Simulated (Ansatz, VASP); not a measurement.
## Two plane-wave programs on W

```xyz
1
Lattice="-1.4695 1.4695 1.5973 1.4695 -1.4695 1.5973 1.4695 1.4695 -1.5973" Properties=species:S:1:pos:R:3 pbc="T T T"
W     0.0000    0.0000    0.0000
```

Change from the starting cell: strain -0.080 along x and y, +0.000 along z, atoms carried along.

Alike in both runs: task single point; functional PBE; k mesh 20 × 20 × 20; occupations gaussian, width 0.15 eV; no spin polarisation.

```csv
,VASP,Ansatz
version,VASP 6.6.1,Ansatz 0.2.0
potentials or method,"VASP PAW PBE potentials, release 64 (W_sv), cutoff 520 eV","scalar-relativistic, plane waves, PAW"
valence electrons in the cell,14,14
```

|  | VASP | Ansatz | Ansatz less VASP |
| --- | --- | --- | --- |
| gap on the k mesh at the Fermi level (eV) | none | none | - |
| pressure (GPa) | 68.4 | 66.8 | -1.57 |
| traceless stress, the component that is largest in VASP (GPa) | -22.53 | -22.58 | -0.049 |

A gap of «none» marks a metal or a gap that the smearing closes. Both programs put the cell under a high pressure, so it lies far from rest at this level.

Spin-orbit coupling is off throughout. Noted on VASP's run: the cell as given lies far from equilibrium.
